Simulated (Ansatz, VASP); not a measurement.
One calculation of Mo3H, two programs

File INCAR:

```
  PREC = Accurate
  ENCUT = 520
  EDIFF = 1E-6
  ISMEAR = 0
  SIGMA = 0.2
  LREAL = F
  LASPH = T
  NELM = 80
  ALGO = Normal
  ISIF = 2
  LWAVE = F
  LCHARG = F
  GGA = PE
  NBANDS = 53
```

The input KPOINTS:

```
Automatic mesh
0
Gamma
  8 4 4
```

Contents of POSCAR:

```
Mo3H
1.0
    2.2879212757     -1.5673944628     -0.0110372328
    2.2879212757      4.7021833885     -0.0110372328
   -1.4997202088      0.0000000000      6.9435621307
H Mo
2 6
Direct
    0.5000000000      0.5000000000      0.5000000000
    1.0000000000      0.0000000000      0.5000000000
    0.6010137970      0.2003379323      0.6830037566
    0.1010137970      0.7003379323      0.6830037566
    0.8989862030      0.2996620677      0.3169962434
    0.3989862030      0.7996620677      0.3169962434
    0.5000000000      0.5000000000      1.0000000000
    0.0000000000      0.0000000000      0.0000000000
```

Input for Ansatz:

```yaml
crystal:
  lattice:
    - [2.2879212757, -1.5673944628, -0.0110372328]
    - [2.2879212757, 4.7021833885, -0.0110372328]
    - [-1.4997202088, 0.0, 6.9435621307]
  atoms:
    - { symbol: H, position: [0.5, 0.5, 0.5] }
    - { symbol: H, position: [1.0, 0.0, 0.5] }
    - { symbol: Mo, position: [0.601013797, 0.2003379323, 0.6830037566] }
    - { symbol: Mo, position: [0.101013797, 0.7003379323, 0.6830037566] }
    - { symbol: Mo, position: [0.898986203, 0.2996620677, 0.3169962434] }
    - { symbol: Mo, position: [0.398986203, 0.7996620677, 0.3169962434] }
    - { symbol: Mo, position: [0.5, 0.5, 1.0] }
    - { symbol: Mo, position: [0.0, 0.0, 0.0] }
basis:
  ecutwfc: 420
kpoints:
  mp_grid: { grid: [8, 4, 4] }
hamiltonian:
  xc: pbe
scf:
  occupations: { method: gaussian, width: 0.2 }
  lower_state_search: "off"
output:
  forces: true
  stress: true
  eigenvalues: true
```

Alike in both runs: task single point; functional PBE; k mesh 8 × 4 × 4; occupations gaussian, width 0.2 eV; no spin polarisation.

```csv
,VASP,Ansatz
version,VASP 6.6.1,Ansatz 0.2.0
potentials or method,"VASP PAW PBE potentials, release 64 (H, Mo_sv), cutoff 520 eV","scalar-relativistic, plane waves, PAW"
valence electrons in the cell,86,86
```

Ansatz gave:

| Quantity | Value |
| --- | --- |
| gap on the k mesh at the Fermi level (eV) | none |
| pressure (GPa) | 0.0 |
| traceless stress, the component that is largest in VASP (GPa) | 0.79 |
| rms of the force components (eV/Å) | 0.015 |

Estimate VASP's values.

gap on the k mesh at the Fermi level (eV): none; pressure (GPa): 0.4; traceless stress, the component that is largest in VASP (GPa): 0.79; rms of the force components (eV/Å): 0.014.

Atom by atom the forces differ by 0.001 eV/Å (rms over components). A gap of «none» marks a metal or a gap that the smearing closes.
